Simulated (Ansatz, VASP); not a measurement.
**B5Pt in VASP and in Ansatz**

Contents of INCAR:

```
ALGO = Normal ; EDIFF = 1E-6
EDIFFG = -0.04 ; ENCUT = 600
GGA = PE ; IBRION = 2
ISIF = 3 ; ISMEAR = 0
LASPH = T ; LCHARG = F
LREAL = F ; LWAVE = F
NELM = 100 ; NSW = 90
PREC = Accurate ; SIGMA = 0.1
```

File KPOINTS:

```
k-points
0
Gamma
  6 6 4
```

Contents of POSCAR:

```
B5Pt
1.0
    3.4194158600      0.0000000000      0.0000000000
   -1.7097079300      2.9613010000      0.0000000000
    0.0000000000      0.0000000000      6.6669307300
B Pt
5 1
Direct
    0.3333333300      0.6666666700      0.7407638100
    0.3333333300      0.6666666700      0.2592361900
    0.6666666700      0.3333333300      0.2592361900
    0.6666666700      0.3333333300      0.7407638100
    0.0000000000      0.0000000000      0.0000000000
    0.0000000000      0.0000000000      0.5000000000
```

Input for Ansatz:

```yaml
crystal:
  lattice:
    - [3.41941586, 0.0, 0.0]
    - [-1.70970793, 2.961301, 0.0]
    - [0.0, 0.0, 6.66693073]
  atoms:
    - { symbol: B, position: [0.33333333, 0.66666667, 0.74076381] }
    - { symbol: B, position: [0.33333333, 0.66666667, 0.25923619] }
    - { symbol: B, position: [0.66666667, 0.33333333, 0.25923619] }
    - { symbol: B, position: [0.66666667, 0.33333333, 0.74076381] }
    - { symbol: B, position: [0.0, 0.0, 0.0] }
    - { symbol: Pt, position: [0.0, 0.0, 0.5] }
basis:
  ecutwfc: 420
kpoints:
  mp_grid: { grid: [6, 6, 4] }
hamiltonian:
  xc: pbe
scf:
  occupations: { method: gaussian, width: 0.1 }
  lower_state_search: "off"
output:
  forces: true
  stress: true
  eigenvalues: true
relax:
  adjacent_minimum: "off"
  f_tol: 0.04
  max_steps: 70
  cell: { stress_tol: 0.4 }
```

Alike in both runs: task relaxation of cell and atoms; functional PBE; k mesh 6 × 6 × 4; occupations gaussian, width 0.1 eV; no spin polarisation.

```csv
,VASP,Ansatz
version,VASP 6.6.1,Ansatz 0.2.0
potentials or method,"VASP PAW PBE potentials, release 64 (B, Pt), cutoff 600 eV","scalar-relativistic, plane waves, PAW"
valence electrons in the cell,25,33
```

```csv
,VASP,Ansatz,Ansatz less VASP
"gap on the k mesh at the Fermi level, each at its own relaxed structure (eV)",none,none,-
relaxed volume (Å³/atom),8.17,8.18,+0.011
relaxed length of the cell vector where the two differ most in proportion (Å),2.921,2.923,+0.0017
```

A gap of «none» marks a metal or a gap that the smearing closes. VASP's potentials hold 25 valence electrons a cell and Ansatz's 33, so a difference there can come from the potentials and not from the codes.

Neither program's run includes spin-orbit coupling. Noted on VASP's run: the volume moved by over 15 % at a fixed basis, so the end points are rough.
